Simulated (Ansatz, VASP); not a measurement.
# In: VASP beside Ansatz

```
In
1.0
     0.00000    2.38086    2.38086
     2.38086    0.00000    2.38086
     2.38086    2.38086    0.00000
In
2
Direct
  0.87500 0.87500 0.87500
  0.12500 0.12500 0.12500
```

Change from the starting cell: volume scaled by 0.4, crystal datasets.

Alike in both runs: task single point; functional LDA; k mesh 12 × 12 × 12; occupations fermi-dirac, width 0.05 eV; no spin polarisation.

```csv
,VASP,Ansatz
version,VASP 6.6.1,Ansatz 0.2.0
potentials or method,"VASP PAW LDA potentials, release 64 (In_d), cutoff 520 eV","all-electron PAW with datasets made for the crystal, scalar-relativistic"
```

|  | VASP | Ansatz | Ansatz less VASP |
| --- | --- | --- | --- |
| pressure (GPa) | 289.0 | 287.8 | -1.19 |

LDA's correlation is that of Perdew and Zunger in VASP and of Perdew and Wang (1992) in Ansatz. Both programs put the cell under a high pressure, so it lies far from rest at this level. Ansatz ran all-electron here, and VASP with PAW potentials.

Noted on VASP's run: the cell as given lies far from equilibrium.
